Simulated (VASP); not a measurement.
Input of a VASP 6.6.1 run:

Contents of INCAR:

```
  AGGAC = 1.0
  AGGAX = 1.0
  ALDAC = 0.0
  ALDAX = 1.0
  ALGO = Normal
  EDIFF = 1E-7
  ENCUT = 520
  GGA = B5
  ISIF = 2
  ISMEAR = -1
  LASPH = T
  LCHARG = F
  LREAL = F
  LWAVE = F
  NBANDS = 38
  NELM = 80
  PREC = Accurate
  SIGMA = 0.1
```

The input KPOINTS:

```
k-points
0
Gamma
  7 7 7
```

Contents of POSCAR:

```
Re
1.0
    5.0176700959      0.0000000000      0.0000000000
    0.0000000000      5.0176700959      0.0000000000
    0.0000000000      0.0000000000      5.0176700959
Re
8
Direct
    0.0000000000      0.0000000000      0.0000000000
    0.5000000000      0.5000000000      0.5000000000
    0.2500000000      1.0000000000      0.5000000000
    0.7500000000      1.0000000000      0.5000000000
    0.5000000000      0.2500000000      0.0000000000
    0.5000000000      0.7500000000      0.0000000000
    0.0000000000      0.5000000000      0.2500000000
    1.0000000000      0.5000000000      0.7500000000
```

Potentials or basis: VASP PAW PBE potentials, release 64 (Re).

The run is started by

```sh
$ cat potpaw_PBE.64/Re/POTCAR > POTCAR
$ mpirun -np 1 vasp_std > vasp.out
```

Q: What does it give for the pressure?

A: 1.6 GPa.

Q: Estimate the band gap on the k mesh.

A: Zero (bands 28 and 29 overlap by 0.30 eV).

Caveat: the PAW data sets were made with another functional, which shifts forces and pressure a little; spin-orbit coupling is left out, which moves the levels of the heavy elements.
